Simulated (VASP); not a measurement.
# H6C2O in VASP: a series of runs

H6C2O is run at these levels: PBE+D3(BJ); tasks: single point.

Program: VASP 6.6.1. These are calculated values, not measurements. Logs are shortened: lines on timing, memory, paths and dates and some standing lists are left out, and cuts for length are marked.

## Step 1: The cell of the first run

The cell holds an amorphous packing of atoms, 36 atoms: a = 7.348 Å, b = 7.348 Å, c = 7.348 Å, α = 90.00°, β = 90.00°, γ = 90.00°.

## Step 2: Single point, PBE+D3(BJ)

INCAR reads:

```
PREC = Accurate
ENCUT = 520
EDIFF = 1E-6
ISMEAR = -1
SIGMA = 0.02
LREAL = Auto
LASPH = True
NELM = 80
ALGO = Normal
ISIF = 2
LWAVE = False
LCHARG = False
GGA = PE
IVDW = 12
NBANDS = 64
```

KPOINTS reads:

```
regular mesh
0
Gamma
  1 1 1
```

POSCAR reads:

```
H6C2O
1.0
    7.3483620000      0.0000000000      0.0000000000
    0.0000000000      7.3483620000      0.0000000000
    0.0000000000      0.0000000000      7.3483620000
O C H
4 8 24
Direct
    1.0124024919      0.2809061394      0.7692054365
    0.5782104910      0.4384106281      0.3229563269
    0.9753738316      0.8013758712     -0.0493035046
    0.7971028101      0.0495756741      0.3321420474
    0.9978142068      0.2298607499      0.6119322918
    0.5388411730      0.2946234821      0.3976668542
    0.8330155754      0.7343813492      0.0170242021
    0.8999556636      0.0746969189      0.1953632660
    0.4684989662      0.7367900493      0.6271873922
    0.5669834992      0.1410110171      0.8347302433
    0.1837960623      0.4317424754      0.1434061087
    0.0036606798      0.6778789613      0.4910346006
    0.9089644740      0.3150225860      0.5103586350
    1.0423683537      0.0920477244      0.5722227620
    0.4019671323      0.2759662630      0.4711934442
    0.6247514752      0.1707319264      0.3898419811
    0.8261160787      0.5787276130      0.0301699889
    0.7138597690      0.8281573499      0.0631841491
    0.8808765817      0.0942795143      0.0454795232
    1.0460834673      0.0688044492      0.2311399466
    0.5557837243      0.7422470477      0.7520587581
    0.4261493922      0.8794749088      0.6248331261
    0.3454375274      0.6670874407      0.6591264829
    0.5383920934      0.6690878865      0.5075825061
    0.5937241524      0.0033340764      0.9156734521
    0.6327940839      0.2479328046      0.9149249860
    0.4266801227      0.1621721957      0.7973069372
    0.6647740000      0.1209249082      0.7188540793
    0.2620175762      0.3200168963      0.1298928931
    0.0729822510      0.4113705884      0.2325416195
    0.1104327740      0.4485761589      0.0042050188
    0.2687265543      0.5485031902      0.1851569098
    0.0197731141      0.8146033089      0.4390094010
   -0.0553864929      0.6052233137      0.3655508534
   -0.0988519618      0.6477634063      0.5948672643
    0.1390241798      0.6278950329      0.4882040379
```

Potentials or basis: VASP PAW PBE potentials, release 64 (O, C, H).

On the command line:

```console
$ cat potpaw_PBE.64/O/POTCAR potpaw_PBE.64/C/POTCAR potpaw_PBE.64/H/POTCAR > POTCAR
$ mpirun -np 1 vasp_gam > vasp.out
```

OUTCAR:

```text
PREC = Accurate
   ENCUT = 520
   EDIFF = 1E-6
   ISMEAR = -1
   LREAL = Auto
   LASPH = True
   NELM = 80
   ISIF = 2
   GGA = PE
   IVDW = 12
 IVDW          = 12

 ion  position               nearest neighbor table
   1  0.012  0.281  0.769-   5 1.22
   2  0.578  0.438  0.323-   6 1.23
   3  0.975  0.801  0.951-   7 1.25
   4  0.797  0.050  0.332-   8 1.27
   5  0.998  0.230  0.612-  14 1.10  13 1.17   1 1.22
   6  0.539  0.295  0.398-  16 1.11  15 1.15   2 1.23
   7  0.833  0.734  0.017-  17 1.15  18 1.16   3 1.25
   8  0.900  0.075  0.195-  20 1.11  19 1.12   4 1.27
   9  0.468  0.737  0.627-  23 1.07  22 1.09  21 1.12  24 1.13
  10  0.567  0.141  0.835-  27 1.08  26 1.09  28 1.12  25 1.19
  11  0.184  0.432  0.143-  29 1.01  30 1.06  32 1.10  31 1.16
  12  0.004  0.678  0.491-  36 1.06  33 1.08  35 1.09  34 1.15
  13  0.909  0.315  0.510-   5 1.17
  14  0.042  0.092  0.572-   5 1.10
  15  0.402  0.276  0.471-   6 1.15
  16  0.625  0.171  0.390-   6 1.11
  17  0.826  0.579  0.030-   7 1.15
[... 17 lines left out ...]
  35  0.901  0.648  0.595-  12 1.09
  36  0.139  0.628  0.488-  12 1.06

  LATTYP: Found a simple cubic cell.
 ALAT       =     7.3483620000

  Lattice vectors:

 A1 = (   7.3483620000,   0.0000000000,   0.0000000000)
 A2 = (   0.0000000000,   7.3483620000,   0.0000000000)
 A3 = (   0.0000000000,   0.0000000000,   7.3483620000)

Analysis of symmetry for initial positions (statically):
=====================================================================
 Subroutine PRICEL returns:
 Original cell was already a primitive cell.

 Routine SETGRP: Setting up the symmetry group for a
 simple cubic supercell.

 Subroutine GETGRP returns: Found  1 space group operations
 (whereof  1 operations were pure point group operations)
 out of a pool of 48 trial point group operations.

The static configuration has the point symmetry C_1 .

Analysis of symmetry for dynamics (positions and initial velocities):
=====================================================================
 Subroutine PRICEL returns:
 Original cell was already a primitive cell.

 Routine SETGRP: Setting up the symmetry group for a
 simple cubic supercell.

 Subroutine GETGRP returns: Found  1 space group operations
[... 146 lines left out ...]
   NELM   =     80;   NELMIN=  2; NELMDL= -5     # of ELM steps
   EDIFF  = 0.1E-05   stopping-criterion for ELM
   LREAL  =      T    real-space projection
   EDIFFG = 0.1E-04   stopping-criterion for IOM
   NSW    =      0    number of steps for IOM
   IBRION =     -1    ionic relax: 0-MD 1-quasi-New 2-CG
   NFREE  =      0    steps in history (QN), initial steepest desc. (CG)
   ISIF   =      2    stress and relaxation
   ISYM   =      2    0-nonsym 1-usesym 2-fastsym
   POTIM  = 0.5000    time-step for ionic-motion
   TEBEG  =    0.0;   TEEND  =   0.0 temperature during run
   PSTRESS=    0.0 pullay stress
   NELECT =      80.0000    total number of electrons
   NUPDOWN=      -1.0000    fix difference up-down
   EMIN   =  10.00;   EMAX   =-10.00  energy-range for DOS
   EFERMI =   0.00;   METHOD = LEGACY
   ISMEAR =    -1;   SIGMA  =   0.02  broadening in eV -4-tet -1-fermi 0-gaus
   EFERMI_NEDOS =   21; number of points for ismear=-14 and -15
   IALGO  =     38    algorithm
   IMIX   =      4    mixing-type and parameters
     AMIX     =   0.40;   BMIX     =  1.00
     AMIX_MAG =   1.60;   BMIX_MAG =  1.00
  volume/ion in A,a.u.               =      11.02        74.38
  Fermi-wavevector in a.u.,A,eV,Ry     =   0.959948  1.814038 12.537766  0.921500
  Thomas-Fermi vector in A             =   2.089189
   LORBIT       =      0    0 simple, 1 ext, 2 COOP (PROOUT), +10 PAW based schemes
   GGA     = PE    functional components
   LHFCALC =     F    Hartree Fock is set to
   AEXX    =    0.0000 exact exchange contribution
   IVDW    =    12    specifies the selected vdW correction
   LEPSILON=     F    determine dielectric tensor
   LRPA    =     F    only Hartree local field effects (RPA)
 non-spin polarized calculation
  energy-cutoff  :      520.00
  volume of cell :      396.80
 maximum number of plane-waves:      5390
 NGX is ok and might be reduce to    54
   NGX = 27   NGY = 27   NGZ = 27

 number of electron      80.0000004 magnetization

 Free energy of the ion-electron system (eV)
  ---------------------------------------------------
  ext. energy  EPLUGINS =         0.00000000
  ---------------------------------------------------
  free energy    TOTEN  =      -182.49328366 eV

  energy without entropy =     -182.49328366  energy(sigma->0) =     -182.49328366

 E-fermi :  -2.2185     XC(G=0):  -6.5741

 val. band max:       -2.7334816771   @ k =   0.0000   0.0000   0.0000
 cond. band min:      -0.1098267992   @ k =   0.0000   0.0000   0.0000
 fundamental gap:      2.6236548780
 Fermi energy:        -2.2185156345

 k-point     1 :       0.0000    0.0000    0.0000
  band No.  band energies     occupation
      1     -23.4973      2.00000
      2     -23.4370      2.00000
      3     -23.3135      2.00000
      4     -23.1668      2.00000
      5     -14.1696      2.00000
      6     -14.0563      2.00000
[... 44 lines left out ...]
     51       4.7687      0.00000
     52       4.9241      0.00000
 [bands above 52 left out]

------------------------ aborting loop because EDIFF is reached ----------------------------------------

 Edisp (eV)   -1.42933

 E8    (eV) :    -0.3198

  FORCE on cell =-STRESS in cart. coord.  units (eV):
  Direction    XX          YY          ZZ          XY          YZ          ZX
  --------------------------------------------------------------------------------------
  -------------------------------------------------------------------------------------
  Total      -1.03580     1.68945    -6.61638    -2.86769     2.33964     2.14304
  in kB      -4.18231     6.82156   -26.71525   -11.57899     9.44688     8.65305
  external pressure =       -8.03 kB  Pullay stress =        0.00 kB

 VOLUME and BASIS-vectors are now :
 -----------------------------------------------------------------------------
  energy-cutoff  :      520.00
  volume of cell :      396.80
      direct lattice vectors                 reciprocal lattice vectors
     7.348362000  0.000000000  0.000000000     0.136084749  0.000000000  0.000000000
     0.000000000  7.348362000  0.000000000     0.000000000  0.136084749  0.000000000
     0.000000000  0.000000000  7.348362000     0.000000000  0.000000000  0.136084749

 POSITION                                       TOTAL-FORCE (eV/Angst)
 -----------------------------------------------------------------------------------
      0.09114      2.06420      5.65240         0.237991      0.062379     -0.140745
      4.24890      3.22160      2.37320         0.174623     -0.512037      0.220671
      7.16740      5.88880      6.98606        -2.207993     -0.671055      1.099729
      5.85740      0.36430      2.44070         1.312097     -0.353865     -3.420642
      7.33230      1.68910      4.49670        -1.614862      0.837165     -0.166166
      3.95960      2.16500      2.92220        -1.257330      0.465342      0.138898
[... 28 lines left out ...]
      6.62196      4.76000      4.37130         0.775667      0.431562      0.442165
      1.02160      4.61400      3.58750         0.854251     -0.838672      1.026198
 -----------------------------------------------------------------------------------
    total drift:                                0.009251     -0.003159     -0.010847

  FREE ENERGIE OF THE ION-ELECTRON SYSTEM (eV)
  ---------------------------------------------------
  free  energy   TOTEN  =      -183.9226161817 eV

  energy  without entropy=     -183.9226161817  energy(sigma->0) =     -183.92261618
```

OSZICAR:

```text
N       E                     dE             d eps       ncg     rms          rms(c)
DAV:   1     0.562761313031E+03    0.56276E+03   -0.40310E+04   128   0.113E+03
DAV:   2    -0.128305643313E+03   -0.69107E+03   -0.64963E+03   176   0.251E+02
DAV:   3    -0.199405731081E+03   -0.71100E+02   -0.70407E+02   168   0.871E+01
DAV:   4    -0.200969336454E+03   -0.15636E+01   -0.15603E+01   152   0.150E+01
DAV:   5    -0.201008196383E+03   -0.38860E-01   -0.38829E-01   168   0.221E+00    0.239E+01
DAV:   6    -0.185138276613E+03    0.15870E+02   -0.29898E+01   152   0.195E+01    0.119E+01
DAV:   7    -0.183063067030E+03    0.20752E+01   -0.58494E+00   160   0.967E+00    0.658E+00
DAV:   8    -0.182558441321E+03    0.50463E+00   -0.83683E-01   152   0.344E+00    0.260E+00
DAV:   9    -0.182487204086E+03    0.71237E-01   -0.22784E-01   160   0.169E+00    0.626E-01
DAV:  10    -0.182488704817E+03   -0.15007E-02   -0.20524E-02   144   0.695E-01    0.313E-01
DAV:  11    -0.182493267481E+03   -0.45627E-02   -0.11592E-02   144   0.430E-01    0.165E-01
DAV:  12    -0.182493230006E+03    0.37475E-04   -0.20048E-03   160   0.201E-01    0.550E-02
DAV:  13    -0.182493322891E+03   -0.92885E-04   -0.10454E-03   144   0.122E-01    0.469E-02
DAV:  14    -0.182493292355E+03    0.30535E-04   -0.14835E-04   152   0.435E-02    0.162E-02
DAV:  15    -0.182493285848E+03    0.65072E-05   -0.35710E-05   144   0.251E-02    0.897E-03
DAV:  16    -0.182493283847E+03    0.20012E-05   -0.45818E-06   152   0.119E-02    0.522E-03
DAV:  17    -0.182493283664E+03    0.18277E-06   -0.30777E-06   144   0.773E-03
   1 F= -.18392262E+03 E0= -.18392262E+03  d E =-.703096E-11
```

stdout:

```text
POSCAR found type information on POSCAR O C H
 POSCAR found :  3 types and      36 ions
 scaLAPACK will be used
 LDA part: xc-table for (Slater+PW92), standard interpolation
 POSCAR, INCAR and KPOINTS ok, starting setup
 FFT: planning ... GRIDC
 FFT: planning ... GRID_SOFT
 FFT: planning ... GRID
 WAVECAR not read
 entering main loop
```

Wall time 32 s (1 thread of Intel Xeon 6975P-C (Granite Rapids), shared host); peak memory 0.38 GiB.

What came out:

- Free energy: -183.9226 eV
- Pressure: -0.8 GPa
- Largest force: 4.336 eV/Å
- Band gap on the k mesh: 2.62 eV
- Dispersion energy per atom: -0.040 eV

Forces in eV/Å, atoms in the order of the input:
```
O    0.238  0.062 -0.141
O    0.175 -0.512  0.221
O   -2.208 -0.671  1.100
O    1.312 -0.354 -3.421
C   -1.615  0.837 -0.166
C   -1.257  0.465  0.139
C    1.584  0.320 -0.867
C    0.216 -0.470  2.573
C    1.174  0.222  0.570
C    2.567 -2.256  0.742
C   -1.924  3.104 -2.338
C   -1.604 -0.850 -2.971
H    1.199 -0.861  0.742
H    0.324  0.027 -0.331
H    0.527  0.331 -0.269
H   -0.170  0.375  0.106
H   -0.395  1.173  0.043
H    0.898 -1.168 -0.276
H   -0.943  0.038  0.727
H    0.321  0.198 -0.279
H   -0.128 -0.636 -0.567
H    0.174  0.165 -1.056
H   -0.666 -0.819  0.391
H   -0.525  1.096  0.820
H   -0.951  1.938 -0.979
H   -0.535  0.291  0.129
H   -0.321  0.074  0.010
H   -0.961  0.181  0.183
H    2.044 -3.022 -0.171
H   -0.756 -0.294  1.222
H    1.210  0.262  1.388
H   -0.418 -0.159 -0.290
H   -0.511  0.672  0.548
H    0.297  0.649  1.002
H    0.776  0.432  0.442
H    0.854 -0.839  1.026
```

Caveat: the k points lie up to 0.86 Å⁻¹ apart.

(Part 1 of 2 ends here.)
